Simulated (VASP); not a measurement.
# Au (Fm-3m) in VASP: further runs

Runs on Au. Level: PBE. Tasks: single point.

All numbers are computed with VASP 6.6.1; they aren't measurements. Logs are shortened: lines on timing, memory, paths and dates and some standing lists are left out, and cuts for length are marked.

### 1 The cell of the first run

It takes space group Fm-3m (No. 225, cubic). The conventional cell has a = 4.157 Å, b = 4.157 Å, c = 4.157 Å, α = 90.00°, β = 90.00°, γ = 90.00°. Within 3.9 Å of Au (site symmetry m-3m) lie 12 Au at 2.94 Å.

### 2 Single point, PBE

Input file INCAR:

```
PREC = Accurate
ENCUT = 520
EDIFF = 1E-6
ISMEAR = -1
SIGMA = 0.3
LREAL = False
LASPH = True
NELM = 100
ALGO = Normal
ISIF = 2
LWAVE = False
LCHARG = False
GGA = PE
NBANDS = 12
```

Input file KPOINTS:

```
regular mesh
0
Gamma
  13 13 13
```

Input file POSCAR:

```
Au
1.0
    0.0000000000      2.0782552709      2.0782552709
    2.0782552709      0.0000000000      2.0782552709
    2.0782552709      2.0782552709      0.0000000000
Au
1
Direct
    0.0000000000      0.0000000000      0.0000000000
```

Potentials or basis: VASP PAW PBE potentials, release 64 (Au).

On the command line:

```sh
> cat potpaw_PBE.64/Au/POTCAR > POTCAR
> mpirun -np 1 vasp_std > vasp.out
```

OUTCAR:

```text
PREC = Accurate
   ENCUT = 520
   EDIFF = 1E-6
   ISMEAR = -1
   LREAL = False
   LASPH = True
   NELM = 100
   ISIF = 2
   GGA = PE

 ion  position               nearest neighbor table
   1  0.000  0.000  0.000-

  LATTYP: Found a face centered cubic cell.
 ALAT       =     4.1565105418

  Lattice vectors:

 A1 = (   0.0000000000,   2.0782552709,   2.0782552709)
 A2 = (   2.0782552709,   0.0000000000,   2.0782552709)
 A3 = (   2.0782552709,   2.0782552709,   0.0000000000)

Analysis of symmetry for initial positions (statically):
=====================================================================
 Subroutine PRICEL returns:
 Original cell was already a primitive cell.

 Routine SETGRP: Setting up the symmetry group for a
 face centered cubic supercell.

 Subroutine GETGRP returns: Found 48 space group operations
 (whereof 48 operations were pure point group operations)
 out of a pool of 48 trial point group operations.

The static configuration has the point symmetry O_h .

Analysis of symmetry for dynamics (positions and initial velocities):
=====================================================================
 Subroutine PRICEL returns:
 Original cell was already a primitive cell.

 Routine SETGRP: Setting up the symmetry group for a
 face centered cubic supercell.

 Subroutine GETGRP returns: Found 48 space group operations
 (whereof 48 operations were pure point group operations)
 out of a pool of 48 trial point group operations.

The dynamic configuration has the point symmetry O_h .

 Subroutine INISYM returns: Found 48 space group operations
 (whereof 48 operations are pure point group operations),
 and found     1 'primitive' translations

----------------------------------------------------------------------------------------

                                     Primitive cell

  volume of cell :      17.9526

  direct lattice vectors                    reciprocal lattice vectors
     0.000000000  2.078255271  2.078255271    -0.240586422  0.240586422  0.240586422
     2.078255271  0.000000000  2.078255271     0.240586422 -0.240586422  0.240586422
     2.078255271  2.078255271  0.000000000     0.240586422  0.240586422 -0.240586422

  length of vectors
     2.939096790  2.939096790  2.939096790     0.416707907  0.416707907  0.416707907

  position of ions in fractional coordinates (direct lattice)
     0.000000000  0.000000000  0.000000000

  ion indices of the primitive-cell ions
[... 75 lines left out ...]
   LREAL  =      F    real-space projection
   EDIFFG = 0.1E-04   stopping-criterion for IOM
   NSW    =      0    number of steps for IOM
   IBRION =     -1    ionic relax: 0-MD 1-quasi-New 2-CG
   NFREE  =      0    steps in history (QN), initial steepest desc. (CG)
   ISIF   =      2    stress and relaxation
   ISYM   =      2    0-nonsym 1-usesym 2-fastsym
   POTIM  = 0.5000    time-step for ionic-motion
   TEBEG  =    0.0;   TEEND  =   0.0 temperature during run
   PSTRESS=    0.0 pullay stress
   NELECT =      11.0000    total number of electrons
   NUPDOWN=      -1.0000    fix difference up-down
   EMIN   =  10.00;   EMAX   =-10.00  energy-range for DOS
   EFERMI =   0.00;   METHOD = LEGACY
   ISMEAR =    -1;   SIGMA  =   0.30  broadening in eV -4-tet -1-fermi 0-gaus
   EFERMI_NEDOS =   21; number of points for ismear=-14 and -15
   IALGO  =     38    algorithm
   IMIX   =      4    mixing-type and parameters
     AMIX     =   0.40;   BMIX     =  1.00
     AMIX_MAG =   1.60;   BMIX_MAG =  1.00
  volume/ion in A,a.u.               =      17.95       121.15
  Fermi-wavevector in a.u.,A,eV,Ry     =   1.390476  2.627619 26.305825  1.933424
  Thomas-Fermi vector in A             =   2.514407
   LORBIT       =      0    0 simple, 1 ext, 2 COOP (PROOUT), +10 PAW based schemes
   GGA     = PE    functional components
   LHFCALC =     F    Hartree Fock is set to
   AEXX    =    0.0000 exact exchange contribution
   IVDW    =     0    specifies the selected vdW correction
   LEPSILON=     F    determine dielectric tensor
   LRPA    =     F    only Hartree local field effects (RPA)
 non-spin polarized calculation
  energy-cutoff  :      520.00
  volume of cell :       17.95
 maximum number of plane-waves:       531
 NGX is ok and might be reduce to    24
   NGX = 11   NGY = 11   NGZ = 11

 number of electron      11.0000002 magnetization

 Free energy of the ion-electron system (eV)
  ---------------------------------------------------
  ext. energy  EPLUGINS =         0.00000000
  ---------------------------------------------------
  free energy    TOTEN  =        -3.26443193 eV

  energy without entropy =       -3.17543195  energy(sigma->0) =       -3.21993194

 E-fermi :   8.6574     XC(G=0): -12.4083

 val. band max:        8.5781788975   @ k =   0.4615   0.2308   0.0000
 cond. band min:       8.6670218078   @ k =  -0.4615   0.0769   0.0000
 fundamental gap:      0.0888429103
 Fermi energy:         8.6574255404

 k-point     1 :       0.0000    0.0000    0.0000
  band No.  band energies     occupation
      1      -0.6878      2.00000
      2       4.2007      2.00000
      3       4.2007      2.00000
      4       4.2007      2.00000
      5       5.5807      1.99993
      6       5.5807      1.99993
      7      23.2110      0.00000
      8      26.9099      0.00000
      9      26.9099      0.00000
     10      26.9099      0.00000
     11      31.6543      0.00000
     12      35.7402      0.00000
[... 331 lines left out ...]
 k-point    24 :       0.4615    0.1538    0.0000
  band No.  band energies     occupation
      1       2.2675      2.00000
      2       3.9255      2.00000
      3       4.6717      2.00000
      4       4.6837      2.00000
      5       6.7081      1.99699
      6       8.3178      1.51243
      7      13.6454      0.00000
      8      22.5923      0.00000
      9      23.5576      0.00000
     10      24.4605      0.00000
     11      33.0639      0.00000
     12      33.7739      0.00000

 [... further k-points ...]
[... 5 lines left out ...]
  --------------------------------------------------------------------------------------
  -------------------------------------------------------------------------------------
  Total        0.0146111      0.0146111      0.0146111     -0.0000000     -0.0000000     -0.0000000
  in kB        1.3039644      1.3039644      1.3039644     -0.0000000     -0.0000000     -0.0000000
  external PRESSURE =       1.3039644 kB  Pullay stress =       0.0000000 kB

 VOLUME and BASIS-vectors are now :
 -----------------------------------------------------------------------------
  energy-cutoff  :      520.00
  volume of cell :       17.95
      direct lattice vectors                 reciprocal lattice vectors
     0.000000000  2.078255271  2.078255271    -0.240586422  0.240586422  0.240586422
     2.078255271  0.000000000  2.078255271     0.240586422 -0.240586422  0.240586422
     2.078255271  2.078255271  0.000000000     0.240586422  0.240586422 -0.240586422

 POSITION                                       TOTAL-FORCE (eV/Angst)
 -----------------------------------------------------------------------------------
      0.00000      0.00000      0.00000        -0.000000      0.000000      0.000000
 -----------------------------------------------------------------------------------
    total drift:                                0.000000      0.000000     -0.000000

  FREE ENERGIE OF THE ION-ELECTRON SYSTEM (eV)
  ---------------------------------------------------
  free  energy   TOTEN  =        -3.2644319339 eV

  energy  without entropy=       -3.1754319458  energy(sigma->0) =       -3.21993194
```

OSZICAR:

```text
N       E                     dE             d eps       ncg     rms          rms(c)
DAV:   1     0.494290221833E+02    0.49429E+02   -0.55675E+03  2112   0.814E+02
DAV:   2    -0.284910072428E+01   -0.52278E+02   -0.49781E+02  2376   0.186E+02
DAV:   3    -0.353085241209E+01   -0.68175E+00   -0.68107E+00  2424   0.205E+01
DAV:   4    -0.353325927110E+01   -0.24069E-02   -0.24067E-02  2440   0.140E+00
DAV:   5    -0.353327764936E+01   -0.18378E-04   -0.18378E-04  2448   0.117E-01    0.805E+00
DAV:   6    -0.328164379145E+01    0.25163E+00   -0.71270E-01  2180   0.675E+00    0.524E+00
DAV:   7    -0.326632257279E+01    0.15321E-01   -0.52366E-02  2380   0.185E+00    0.267E+00
DAV:   8    -0.326443866055E+01    0.18839E-02   -0.11419E-03  2224   0.281E-01    0.240E-01
DAV:   9    -0.326442582891E+01    0.12832E-04   -0.72286E-06  2456   0.231E-02    0.190E-02
DAV:  10    -0.326443201254E+01   -0.61836E-05   -0.32160E-06  2352   0.175E-02    0.281E-03
DAV:  11    -0.326443193392E+01    0.78619E-07   -0.75232E-08  1296   0.212E-03
   1 F= -.32644319E+01 E0= -.32199319E+01  d E =-.890000E-01
```

Wall time 35 s (1 thread of AMD EPYC, shared host); peak memory 0.12 GiB.

Results:

| Property | Result |
| --- | --- |
| Free energy | -3.2644 eV |
| Pressure | 0.1 GPa |

Levels at points of the mesh, in eV from the Fermi level:
```
           k point  band 3  band 4  band 5  band 6  band 7  band 8  band 9  band 10
(0.00, 0.00, 0.00)   -4.46   -4.46   -3.08   -3.08   14.55   18.25   18.25    18.25
```

Caveat: spin-orbit coupling is left out, which moves the levels of the heavy elements.

### 3 Single point, PBE

Input file INCAR:

```
SYSTEM = Au
PREC     = Accurate       ! precision mode
ENCUT    = 520            ! plane-wave cutoff, eV
EDIFF    = 1E-6           ! SCF threshold, eV
ISMEAR   = 1              ! smearing method
SIGMA    = 0.2            ! smearing width, eV
LREAL    = .False.        ! projectors in reciprocal space
LASPH    = .True.         ! aspherical terms in the spheres
NELM     = 60             ! most SCF steps
ALGO     = Normal         ! electronic algorithm
ISIF     = 2              ! what is computed and relaxed
LWAVE    = .False.        ! write WAVECAR
LCHARG   = .True.         ! write CHGCAR
GGA      = PE             ! functional
LELF     = .True.         ! ELF
LVHAR    = .True.       
NBANDS   = 12             ! bands
```

Input file KPOINTS:

```
Automatic mesh
0
Gamma
  13 13 13
  0 0 0
```

POSCAR is that of step 2.

Potentials or basis: VASP PAW PBE potentials, release 64 (Au).

On the command line:

```sh
> cat potpaw_PBE.64/Au/POTCAR > POTCAR
> mpirun -np 1 vasp_std > vasp.out
```

Wall time 9.6 s (1 thread of AMD EPYC 9R45 (Zen 5), shared host); peak memory 0.12 GiB.

It converged, with:

* Free energy: -3.2214 eV
* Pressure: -0.4 GPa

Levels at points of the mesh, in eV from the Fermi level:
| k point | band 2 | band 3 | band 4 | band 5 | band 6 | band 7 | band 8 | band 9 | band 10 | band 11 |
| --- | --- | --- | --- | --- | --- | --- | --- | --- | --- | --- |
| (0.00, 0.00, 0.00) | -4.55 | -4.55 | -4.55 | -3.17 | -3.17 | 14.46 | 18.16 | 18.16 | 18.16 | 22.90 |

Caveat: spin-orbit coupling is left out, which moves the levels of the heavy elements.
